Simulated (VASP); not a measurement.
# CdS (Hawleyite) (F-43m) in VASP: further runs

The runs below take CdS (Hawleyite) through single point, relaxation of cell and atoms, with r2SCAN+rVV10, PBEsol+D4.

Program: VASP 6.6.1. These are calculated values, not measurements. Logs are shortened: lines on timing, memory, paths and dates and some standing lists are left out, and cuts for length are marked.

## (1) The cell of the first run

The structure is cubic, space group F-43m (No. 216). Conventional cell: a = 5.833 Å, b = 5.833 Å, c = 5.833 Å, α = 90.00°, β = 90.00°, γ = 90.00°. Cd (site symmetry -43m) has 4 S at 2.53 Å within 3.3 Å. S (site symmetry -43m) has 4 Cd at 2.53 Å within 3.3 Å.

## (2) Single point, r2SCAN+rVV10

POSCAR reads:

```
CdS
1.0
    0.0000000000      2.9165000000      2.9165000000
    2.9165000000      0.0000000000      2.9165000000
    2.9165000000      2.9165000000      0.0000000000
Cd S
1 1
Direct
    0.0000000000      0.0000000000      0.0000000000
    0.7500000000      0.7500000000      0.7500000000
```

INCAR.step1 reads:

```
PREC = Accurate
ENCUT = 520
ISMEAR = -1
SIGMA = 0.05
LREAL = F
LASPH = T
NELM = 80
NBANDS = 16
GGA = PE
ALGO = Normal
EDIFF = 1E-4
LWAVE = T
LCHARG = F
```

INCAR.step2 reads:

```
PREC = Accurate
ENCUT = 520
EDIFF = 1E-7
ISMEAR = -1
SIGMA = 0.05
LREAL = F
LASPH = T
NELM = 80
ALGO = Normal
ISIF = 2
LWAVE = F
LCHARG = F
METAGGA = R2SCAN
LMIXTAU = T
LUSE_VDW = T
IVDW_NL = 2
BPARAM = 11.95
CPARAM = 0.0093
NBANDS = 16
ISTART = 1
```

KPOINTS reads:

```
regular mesh
0
Gamma
  8 8 8
```

Potentials or basis: VASP PAW PBE potentials, release 64 (Cd, S).

Started as:

```console
$ cat potpaw_PBE.64/Cd/POTCAR potpaw_PBE.64/S/POTCAR > POTCAR
$ cp INCAR.step1 INCAR
$ mpirun -np 1 vasp_std > vasp.out
$ cp INCAR.step2 INCAR
$ mpirun -np 1 vasp_std > vasp.out
```

OUTCAR:

```text
PREC = Accurate
   ENCUT = 520
   EDIFF = 1E-7
   ISMEAR = -1
   LREAL = F
   LASPH = T
   NELM = 80
   ISIF = 2
   METAGGA = R2SCAN
   IVDW_NL = 2
   BPARAM = 11.95
   ISTART = 1

 ion  position               nearest neighbor table
   1  0.000  0.000  0.000-   2 2.53   2 2.53   2 2.53   2 2.53
   2  0.750  0.750  0.750-   1 2.53   1 2.53   1 2.53   1 2.53

  LATTYP: Found a face centered cubic cell.
 ALAT       =     5.8330000000

  Lattice vectors:

 A1 = (   0.0000000000,   2.9165000000,   2.9165000000)
 A2 = (   2.9165000000,   0.0000000000,   2.9165000000)
 A3 = (   2.9165000000,   2.9165000000,   0.0000000000)

Analysis of symmetry for initial positions (statically):
=====================================================================
 Subroutine PRICEL returns:
 Original cell was already a primitive cell.

 Routine SETGRP: Setting up the symmetry group for a
 face centered cubic supercell.

 Subroutine GETGRP returns: Found 24 space group operations
 (whereof 24 operations were pure point group operations)
 out of a pool of 48 trial point group operations.

The static configuration has the point symmetry T_d .

Analysis of symmetry for dynamics (positions and initial velocities):
=====================================================================
 Subroutine PRICEL returns:
 Original cell was already a primitive cell.

 Routine SETGRP: Setting up the symmetry group for a
 face centered cubic supercell.

 Subroutine GETGRP returns: Found 24 space group operations
 (whereof 24 operations were pure point group operations)
 out of a pool of 48 trial point group operations.

The dynamic configuration has the point symmetry T_d .

 Subroutine INISYM returns: Found 24 space group operations
 (whereof 24 operations are pure point group operations),
 and found     1 'primitive' translations

----------------------------------------------------------------------------------------

                                     Primitive cell

  volume of cell :      49.6153

  direct lattice vectors                    reciprocal lattice vectors
     0.000000000  2.916500000  2.916500000    -0.171438368  0.171438368  0.171438368
     2.916500000  0.000000000  2.916500000     0.171438368 -0.171438368  0.171438368
     2.916500000  2.916500000  0.000000000     0.171438368  0.171438368 -0.171438368

  length of vectors
     4.124553855  4.124553855  4.124553855     0.296939964  0.296939964  0.296939964

  position of ions in fractional coordinates (direct lattice)
     0.000000000  0.000000000  0.000000000
     0.750000000  0.750000000  0.750000000

  ion indices of the primitive-cell ions
   primitive index   ion index
                 1           1
                 2           2

----------------------------------------------------------------------------------------

 KPOINTS: regular mesh

Automatic generation of k-mesh.
 Grid dimensions read from file:
 generate k-points for:    8    8    8

 Generating k-lattice:

  Cartesian coordinates                     Fractional coordinates (reciprocal lattice)
    -0.021429796  0.021429796  0.021429796     0.125000000  0.000000000  0.000000000
     0.021429796 -0.021429796  0.021429796     0.000000000  0.125000000  0.000000000
     0.021429796  0.021429796 -0.021429796     0.000000000  0.000000000  0.125000000

  Length of vectors
     0.037117495  0.037117495  0.037117495

  Shift w.r.t. Gamma in fractional coordinates (k-lattice)
     0.000000000  0.000000000  0.000000000

 Subroutine IBZKPT returns following result:
 ===========================================

 Found     29 irreducible k-points:

 Following reciprocal coordinates:
            Coordinates               Weight
  0.000000  0.000000  0.000000      1.000000
  0.125000  0.000000  0.000000      8.000000
  0.250000  0.000000  0.000000      8.000000
  0.375000  0.000000  0.000000      8.000000
  0.500000  0.000000  0.000000      4.000000
  0.125000  0.125000  0.000000      6.000000
[... 16 lines left out ...]
  0.500000  0.250000  0.125000     48.000000
 -0.375000  0.250000  0.125000     24.000000
 [... further k-points ...]
   k-points           NKPTS =     29   k-points in BZ     NKDIM =     29   number of bands    NBANDS=     16
   number of dos      NEDOS =    301   number of ions     NIONS =      2
   total plane-waves  NPLWV =  32768
   dimension x,y,z NGX =    32 NGY =   32 NGZ =   32
   dimension x,y,z NGXF=    64 NGYF=   64 NGZF=   64
   ions per type =               1   1
   NGX,Y,Z   is equivalent  to a cutoff of  12.90, 12.90, 12.90 a.u.
   NGXF,Y,Z  is equivalent  to a cutoff of  25.80, 25.80, 25.80 a.u.
 SYSTEM =  unknown system
   PREC   = accura    normal or accurate (medium, high low for compatibility)
   ISTART =      1    job   : 0-new  1-cont  2-samecut
   ICHARG =      0    charge: 1-file 2-atom 10-const
   ISPIN  =      1    spin polarized calculation?
   LNONCOLLINEAR =      F non collinear calculations
   LSORBIT =      F    spin-orbit coupling
   LASPH  =      T    aspherical Exc in radial PAW
   ENCUT  =  520.0 eV  38.22 Ry    6.18 a.u.   7.67  7.67  7.67*2*pi/ulx,y,z
   NELM   =     80;   NELMIN=  2; NELMDL=  0     # of ELM steps
   EDIFF  = 0.1E-06   stopping-criterion for ELM
   LREAL  =      F    real-space projection
   EDIFFG = 0.1E-05   stopping-criterion for IOM
   NSW    =      0    number of steps for IOM
   IBRION =     -1    ionic relax: 0-MD 1-quasi-New 2-CG
   NFREE  =      0    steps in history (QN), initial steepest desc. (CG)
   ISIF   =      2    stress and relaxation
   ISYM   =      2    0-nonsym 1-usesym 2-fastsym
   POTIM  = 0.5000    time-step for ionic-motion
   TEBEG  =    0.0;   TEEND  =   0.0 temperature during run
   PSTRESS=    0.0 pullay stress
   NELECT =      18.0000    total number of electrons
   NUPDOWN=      -1.0000    fix difference up-down
   EMIN   =  10.00;   EMAX   =-10.00  energy-range for DOS
   EFERMI =   0.00;   METHOD = LEGACY
   ISMEAR =    -1;   SIGMA  =   0.05  broadening in eV -4-tet -1-fermi 0-gaus
   EFERMI_NEDOS =   21; number of points for ismear=-14 and -15
   IALGO  =     38    algorithm
   IMIX   =      4    mixing-type and parameters
     AMIX     =   0.40;   BMIX     =  1.00
     AMIX_MAG =   1.60;   BMIX_MAG =  1.00
  volume/ion in A,a.u.               =      24.81       167.41
  Fermi-wavevector in a.u.,A,eV,Ry     =   1.167599  2.206442 18.548649  1.363287
  Thomas-Fermi vector in A             =   2.304097
   LORBIT       =      0    0 simple, 1 ext, 2 COOP (PROOUT), +10 PAW based schemes
   METAGGA = R2SCAN    functional components
   LHFCALC =     F    Hartree Fock is set to
   AEXX    =    0.0000 exact exchange contribution
   IVDW_NL    =     2    kernel type
   BPARAM     =11.9500
   IVDW    =     0    specifies the selected vdW correction
   LEPSILON=     F    determine dielectric tensor
   LRPA    =     F    only Hartree local field effects (RPA)
 non-spin polarized calculation
  energy-cutoff  :      520.00
  volume of cell :       49.62
 maximum number of plane-waves:      1363
   NGX = 15   NGY = 15   NGZ = 15

 number of electron      18.0000004 magnetization

 Free energy of the ion-electron system (eV)
  ---------------------------------------------------
  ext. energy  EPLUGINS =         0.00000000
  ---------------------------------------------------
  free energy    TOTEN  =       -29.11608644 eV

  energy without entropy =      -29.11608644  energy(sigma->0) =      -29.11608644

 E-fermi :   1.8439     XC(G=0):  -9.8094

 val. band max:        1.0377158876   @ k =   0.0000   0.0000   0.0000
 cond. band min:       2.5717052408   @ k =   0.0000   0.0000   0.0000
 fundamental gap:      1.5339893532
 Fermi energy:         1.8439003440

 k-point     1 :       0.0000    0.0000    0.0000
  band No.  band energies     occupation
      1     -11.8476      2.00000
      2      -6.9180      2.00000
      3      -6.9180      2.00000
      4      -6.9180      2.00000
      5      -6.4012      2.00000
      6      -6.4012      2.00000
[... 8 lines left out ...]
     15      13.0311      0.00000
     16      13.0311      0.00000

 k-point     2 :       0.1250    0.0000    0.0000
  band No.  band energies     occupation
      1     -11.7844      2.00000
      2      -6.8942      2.00000
      3      -6.8942      2.00000
      4      -6.8605      2.00000
      5      -6.4022      2.00000
      6      -6.4022      2.00000
[... 8 lines left out ...]
     15      12.3741      0.00000
     16      13.4509      0.00000

 k-point     3 :       0.2500    0.0000    0.0000
  band No.  band energies     occupation
      1     -11.6308      2.00000
      2      -6.8423      2.00000
      3      -6.8423      2.00000
      4      -6.6567      2.00000
      5      -6.3967      2.00000
      6      -6.3967      2.00000
[... 8 lines left out ...]
     15      12.1381      0.00000
     16      12.6803      0.00000

 k-point     4 :       0.3750    0.0000    0.0000
  band No.  band energies     occupation
      1     -11.4771      2.00000
      2      -6.8014      2.00000
      3      -6.8014      2.00000
      4      -6.3764      2.00000
      5      -6.3764      2.00000
      6      -6.2854      2.00000
[... 8 lines left out ...]
     15      13.0812      0.00000
     16      13.0812      0.00000
[... 324 lines left out ...]
 k-point    22 :       0.3750    0.2500    0.1250
  band No.  band energies     occupation
      1     -11.5180      2.00000
      2      -6.7869      2.00000
      3      -6.7584      2.00000
      4      -6.5831      2.00000
      5      -6.3948      2.00000
      6      -6.3408      2.00000
[... 8 lines left out ...]
     15      13.6229      0.00000
     16      15.3428      0.00000

 k-point    23 :       0.5000    0.2500    0.1250
  band No.  band energies     occupation
      1     -11.3970      2.00000
      2      -6.7467      2.00000
      3      -6.7209      2.00000
      4      -6.4711      2.00000
      5      -6.3667      2.00000
      6      -6.1096      2.00000
[... 8 lines left out ...]
     15      14.4868      0.00000
     16      14.7446      0.00000

 k-point    24 :      -0.3750    0.2500    0.1250
  band No.  band energies     occupation
      1     -11.3476      2.00000
      2      -6.7403      2.00000
      3      -6.7030      2.00000
      4      -6.4285      2.00000
      5      -6.3740      2.00000
      6      -5.9010      2.00000
[... 8 lines left out ...]
     15      13.8584      0.00000
     16      14.8553      0.00000

 [... further k-points ...]

------------------------ aborting loop because EDIFF is reached ----------------------------------------

  FORCE on cell =-STRESS in cart. coord.  units (eV):
  Direction    XX          YY          ZZ          XY          YZ          ZX
  --------------------------------------------------------------------------------------
  -------------------------------------------------------------------------------------
  Total        0.3080935      0.3080935      0.3080935     -0.0000000     -0.0000000      0.0000000
  in kB        9.9489499      9.9489499      9.9489499     -0.0000000     -0.0000000      0.0000000
  external PRESSURE =       9.9489499 kB  Pullay stress =       0.0000000 kB

 VOLUME and BASIS-vectors are now :
 -----------------------------------------------------------------------------
  energy-cutoff  :      520.00
  volume of cell :       49.62
      direct lattice vectors                 reciprocal lattice vectors
     0.000000000  2.916500000  2.916500000    -0.171438368  0.171438368  0.171438368
     2.916500000  0.000000000  2.916500000     0.171438368 -0.171438368  0.171438368
     2.916500000  2.916500000  0.000000000     0.171438368  0.171438368 -0.171438368

 POSITION                                       TOTAL-FORCE (eV/Angst)
 -----------------------------------------------------------------------------------
      0.00000      0.00000      0.00000        -0.000000     -0.000000     -0.000000
      4.37475      4.37475      4.37475         0.000000      0.000000      0.000000
 -----------------------------------------------------------------------------------
    total drift:                                0.000005      0.000005      0.000005

  FREE ENERGIE OF THE ION-ELECTRON SYSTEM (eV)
  ---------------------------------------------------
  free  energy   TOTEN  =       -29.1160864426 eV

  energy  without entropy=      -29.1160864395  energy(sigma->0) =      -29.11608644
```

Run time: 60 s. Hardware: 1 thread of Intel Xeon 6975P-C (Granite Rapids), shared host; peak memory 0.32 GiB.

What came out:

```yaml
Free_energy: -29.1161 eV
Pressure: 1.0 GPa
Band_gap_on_the_k_mesh: 1.53 eV, direct
```

Caveat: the PAW data sets were made with another functional, which shifts forces and pressure a little.

(Part 1 of 2 ends here.)
